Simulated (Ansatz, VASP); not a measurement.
## One calculation of Si2Sn5, two programs

```xyz
7
Lattice="5.1050 0.0000 0.0000 -2.5525 4.4210 0.0000 0.0000 0.0000 8.9276" Properties=species:S:1:pos:R:3 pbc="T T T"
Si    0.0000    2.9473    0.0000
Si    2.5525    1.4737    0.0000
Sn    0.0000    2.9473    6.1432
Sn    0.0000    2.9473    2.7844
Sn    2.5525    1.4737    2.7844
Sn    2.5525    1.4737    6.1432
Sn    0.0000    0.0000    4.4638
```

Alike in both runs: functional PBE; k mesh 4 × 4 × 2; occupations gaussian, width 0.2 eV; no spin polarisation.

Ansatz relaxed the structure, and its values are those at the end. VASP's run is a single point on that final structure, the one shown.

```csv
,VASP,Ansatz
version,VASP 6.6.1,Ansatz 0.2.0
potentials or method,"VASP PAW PBE potentials, release 64 (Si, Sn_d), cutoff 500 eV","scalar-relativistic, plane waves, PAW"
valence electrons in the cell,78,78
```

```csv
,VASP,Ansatz,Ansatz less VASP
gap on the k mesh at the Fermi level (eV),none,none,-
pressure (GPa),0.0,0.0,+0.04
rms of the force components (eV/Å),0.006,0.006,+0.0002
```

A gap of «none» marks a metal or a gap that the smearing closes. With one functional, cell and mesh, what is left measures potentials, basis and numerics.
